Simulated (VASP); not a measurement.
Input of a VASP 6.6.1 run:

Contents of INCAR:

```
PREC = Accurate
ENCUT = 520
EDIFF = 1E-6
ISMEAR = 0
SIGMA = 0.1
LREAL = False
LASPH = True
NELM = 60
ALGO = Normal
ISIF = 2
LWAVE = False
LCHARG = False
GGA = PE
NBANDS = 20
```

File KPOINTS:

```
regular mesh
0
Gamma
  6 6 12
```

File POSCAR:

```
B2Te3
1.0
    6.2684878941      0.0000000000      0.0000000000
   -3.1342439471      5.4286697596      0.0000000000
    0.0000000000      0.0000000000      3.2343132983
B Te
2 3
Direct
    0.3333333333      0.6666666667      0.5000000000
    0.6666666667      0.3333333333      0.5000000000
    0.3826237775      0.0000000000      0.0000000000
    0.0000000000      0.3826237775      0.0000000000
    0.6173762225      0.6173762225      0.0000000000
```

Potentials or basis: VASP PAW PBE potentials, release 64 (B, Te).

Launch:

```console
$ cat potpaw_PBE.64/B/POTCAR potpaw_PBE.64/Te/POTCAR > POTCAR
$ mpirun -np 1 vasp_std > vasp.out
```

(1) Predict the pressure.

(2) Estimate the band gap on the k mesh.

Answers

(1) 0.0 GPa.

(2) zero (bands 12 and 13 overlap by 2.18 eV).

Caveat: spin-orbit coupling is left out, which moves the levels of the heavy elements.
